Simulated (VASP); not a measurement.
Runs of VASP 6.6.1 on MoS2. The structure is that of space group P6_3/mmc (No. 194), or close to it. The cells are those of the table. 

```tsv
task	cell	k mesh	cutoff (eV)	gap on the mesh (eV)	pressure (GPa)	largest force (eV/Å)
single point	a = 3.244, b = 3.244, c = 11.971 Å, angles 90.0, 90.0, 120.0°, 6 atoms	12 × 12 × 4	520	0.51	-5.2	0.01
single point	a = 3.149, b = 3.149, c = 12.094 Å, angles 90.0, 90.0, 120.0°, 6 atoms	12 × 12 × 4	520	0.80	-0.2	0.01
single point	a = 3.181, b = 3.181, c = 12.215 Å, angles 90.0, 90.0, 120.0°, 6 atoms	12 × 12 × 4	520	(b)	(a)	0.01
relaxation of cell and atoms	relaxed from a = 3.149, b = 3.149, c = 12.094 Å, angles 90.0, 90.0, 120.0°, 6 atoms	12 × 12 × 4	600	0.80	0.0	-
single point	a = 3.212, b = 3.212, c = 12.336 Å, angles 90.0, 90.0, 120.0°, 6 atoms	12 × 12 × 4	520	0.80	-4.1	0.02
single point	a = 3.244, b = 3.244, c = 12.456 Å, angles 90.0, 90.0, 120.0°, 6 atoms	12 × 12 × 4	520	0.66	-5.7	0.01
single point	a = 3.149, b = 3.149, c = 12.094 Å, angles 90.0, 90.0, 120.0°, 6 atoms	12 × 12 × 2	520	0.80	-0.2	0.02
```

Alike in all rows: level PBE+D3(BJ); potentials or basis VASP PAW PBE potentials, release 64 (Mo_sv, S); no spin polarisation; smearing gaussian 0.02 eV.

Problem. Fill in the values left out.

Solution. (a) -2.2; (b) 0.85.

A k mesh can miss the band edges, and the runs leave out spin-orbit coupling on Mo.
